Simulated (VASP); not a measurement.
YMn2:

```
Y Mn
1.0
     0.00000    3.23017    3.23017
     3.23017    0.00000    3.23017
     3.23017    3.23017    0.00000
Y Mn
1 2
Direct
  0.00000 0.00000 0.00000
  0.50000 0.50000 0.50000
  0.75000 0.75000 0.75000
```

Base run:

```yaml
Program: VASP 6.6.1
Functional: r2SCAN
Potentials_or_basis: VASP PAW PBE potentials, release 64 (Y_sv, Mn_pv)
Cutoff: 550 eV
k_mesh: 9 × 9 × 9
Occupations: fermi-dirac, width 0.1 eV
Spin: collinear spin, ferrimagnetic start
Starting_moments: "[0.1, 4.82, -3.79] μB"
Fixed_moment: 1.6 μB
```

Its results: pressure 1.8 GPa; site moments Y +0.14; Mn +4.30, -3.40 μB.

Question: The run is repeated on the same cell with these changes: fixed moment from 1.6 μB to 0 μB; moments at the start from [0.1, 4.82, -3.79] to [-0.13, 4.53, -4.35]. What comes out?

Answer: Pressure 2.4 GPa; site moments Y -0.23; Mn +4.06, -3.89 μB.

Caveats: the PAW data sets were made with another functional, which shifts forces and pressure a little; the total moment is fixed, so each spin has its own Fermi level.
